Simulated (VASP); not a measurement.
Wanted: the native input for a VASP 6.6.1 run.

* Task: single point
* Functional: LDA
* Potentials or basis: VASP PAW LDA potentials, release 64 (Ta_sv_GW)
* Cutoff: 500 eV
* k mesh: 11 × 11 × 11
* Occupations: fermi-dirac, width 0.05 eV
* Spin: no spin polarisation
* Dipole correction: no
* Further INCAR settings: ALGO = Normal; EDIFF = 1e-06; NBANDS = 12

The structure of Ta lies in POSCAR:

```
Ta
1.0
   -1.5952375181      1.5952375181      1.5952375181
    1.5952375181     -1.5952375181      1.5952375181
    1.5952375181      1.5952375181     -1.5952375181
Ta
1
Direct
    0.0000000000      0.0000000000      0.0000000000
```

These files were run (other wordings do the same):

INCAR

```
SYSTEM = Ta
  PREC = Accurate
  ENCUT = 500
  EDIFF = 1E-6
  ISMEAR = -1
  SIGMA = 0.05
  LREAL = .False.
  LASPH = .True.
  NELM = 120
  ALGO = Normal
  ISIF = 2
  LWAVE = .False.
  LCHARG = .False.
  GGA = CA
  NBANDS = 12
  GGA_COMPAT = .False.
```

KPOINTS

```
regular mesh
0
Gamma
  11 11 11
  0 0 0
```

Potentials or basis: VASP PAW LDA potentials, release 64 (Ta_sv_GW).

Run with:

```console
$ cat potpaw_LDA.64/Ta_sv_GW/POTCAR > POTCAR
$ mpirun -np 1 vasp_std > vasp.out
```

Results of the run:

```
Pressure               : 14.2 GPa
Band gap on the k mesh : zero (an odd number of electrons rules out a gap without spin polarisation)
```

Caveat: the cell stands under pressure; spin-orbit coupling is left out, which moves the levels of the heavy elements.

Run time: 8 s on 1 thread of Intel(R) Xeon(R) Platinum 8259CL CPU @ 2.50GHz (Skylake/Cascade Lake), with other jobs on the host, peak memory 0.13 GiB.
